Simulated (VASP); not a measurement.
Input of a VASP 6.6.1 run:

The input INCAR:

```
ALGO     = Normal         # electronic algorithm
EDIFF    = 1E-8           # SCF threshold, eV
ENCUT    = 520            # plane-wave cutoff, eV
GGA      = PE             # functional
ISIF     = 2              # what is computed and relaxed
ISMEAR   = -1             # smearing method
LASPH    = T              # aspherical terms in the spheres
LCHARG   = F              # write CHGCAR
LEFG     = T            
LREAL    = F              # projectors in reciprocal space
LWAVE    = F              # write WAVECAR
NBANDS   = 19             # bands
NELM     = 60             # most SCF steps
PREC     = Accurate       # precision mode
SIGMA    = 0.08           # smearing width, eV
```

KPOINTS

```
k-points
0
Gamma
  13 13 7
```

File POSCAR:

```
Zr
1.0
    3.2427358370      0.0000000000      0.0000000000
   -1.6213679184      2.8082916125      0.0000000000
    0.0000000000      0.0000000000      5.1640997934
Zr
2
Direct
    0.3333333333      0.6666666667      0.2500000000
    0.6666666667      0.3333333333      0.7500000000
```

Potentials or basis: VASP PAW PBE potentials, release 64 (Zr_sv).

Run with:

```bash
$ cat potpaw_PBE.64/Zr_sv/POTCAR > POTCAR
$ mpirun -np 1 vasp_std > vasp.out
```

Q: What does it give for the band gap on the k mesh?

A: Zero (bands 12 and 13 overlap by 1.10 eV).

Q: What does it give for the pressure?

A: -0.4 GPa.

Stress tensor (GPa, compression positive):
```
-0.63  0.00  0.00
 0.00 -0.63  0.00
 0.00  0.00 -0.04
```

Caveat: without QUAD_EFG the Cq values of the log hold for a quadrupole moment of 1 mb, not for the nuclei.
